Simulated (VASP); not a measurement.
The system is BN.

```xyz
2
Lattice="0.0000 3.3395 2.1688 1.2538 0.0000 2.1688 1.2538 3.3395 0.0000" Properties=species:S:1:pos:R:3 pbc="T T T"
B     1.2538    3.3395    0.0005
N     1.2538    3.3395    2.8915
```

| Property | Result |
| --- | --- |
| Program | VASP 6.6.1 |
| Task | relaxation of cell and atoms |
| Functional | PBE |
| Potentials or basis | VASP PAW PBE potentials, release 64 (B_h, N_h) |
| Cutoff | 910 eV |
| k mesh | 12 × 12 × 12 |
| Occupations | gaussian, width 0.02 eV |
| Spin | no spin polarisation |

At the start: pressure 2.2 GPa; volume 9.08 Å³/atom.

**Question.** How do energy, volume and symmetry change on relaxing?

**Answer.** Over 10 steps the energy falls by 5.5 meV/atom and the volume is 9.79 Å³/atom (+7.8 %); space group Fmm2 (No. 42, to 0.1 Å) before and after.

Step by step:
| step | energy change (eV) | largest force (eV/Å) | pressure (GPa) | volume (Å³) |
| --- | --- | --- | --- | --- |
| 1 | 0.0000 | 0.0001 | 2.24 | 18.16 |
| 2 | -0.0009 | 0.0011 | -1.79 | 18.50 |
| 3 | -0.0014 | 0.0006 | -0.25 | 18.37 |
| 4 | -0.0038 | 0.0007 | -0.21 | 18.52 |
| 5 | -0.0088 | 0.0005 | -0.08 | 18.97 |
| 6 | -0.0104 | 0.0015 | 0.14 | 19.86 |
| 7 | -0.0110 | 0.0006 | 0.07 | 19.54 |
| 8 | -0.0110 | 0.0006 | 0.08 | 19.57 |
| 9 | -0.0110 | 0.0181 | -0.36 | 19.61 |
| 10 | -0.0111 | 0.0033 | -0.01 | 19.58 |

Final structure:
```
B N
1.0
     0.00000    3.58722    2.17314
     1.25565    0.00000    2.17314
     1.25565    3.58722    0.00000
B N
1 1
Direct
  0.00008 0.00008 0.99992
  0.66662 0.66662 0.33338
```

Caveat: the cutoff is under 1.25 times the usual one of these potentials, so pressure, stress and relaxed cells hold a basis-set (Pulay) error.
